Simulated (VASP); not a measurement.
Runs of VASP 6.6.1 on Tl. The structure is that of space group Fm-3m (No. 225), or close to it. The cells are those of the table. 

```tsv
cell	gap on the mesh (eV)	pressure (GPa)
a = 3.558, b = 3.488 Å, angles 60.7, 58.7, 60.7°, 1 atom	none	-4.2
a = 3.505, b = 3.488 Å, angles 60.2, 59.7, 60.2°, 1 atom	none	-3.7
a = 3.453, b = 3.488 Å, angles 59.7, 60.7, 59.7°, 1 atom	none	-2.9
a = 3.523, b = 3.488 Å, angles 60.3, 59.3, 60.3°, 1 atom	none	-3.9
a = 3.541, b = 3.488 Å, angles 60.5, 59.0, 60.5°, 1 atom	none	(a)
a = 3.471, b = 3.488 Å, angles 59.8, 60.3, 59.8°, 1 atom	none	-3.2
a = 3.436, b = 3.488 Å, angles 59.5, 61.0, 59.5°, 1 atom	none	(b)
a = 3.549, b = 3.488 Å, angles 60.6, 58.9, 60.6°, 1 atom	none	-4.2
```

Alike in all rows: task single point; level LDA; potentials or basis VASP PAW LDA potentials, release 64 (Tl_d); no spin polarisation; k mesh 16 × 16 × 16; cutoff (eV) 520; smearing gaussian 0.15 eV.

**Question.** Fill in the values left out.

**Answer.** (a) -4.1; (b) -2.6.

Caveats: spin-orbit coupling is left out, which moves the levels of the heavy elements.

A k mesh can miss the band edges, and the runs leave out spin-orbit coupling on Tl.

A gap of «none» marks levels without a gap at the run's occupations.
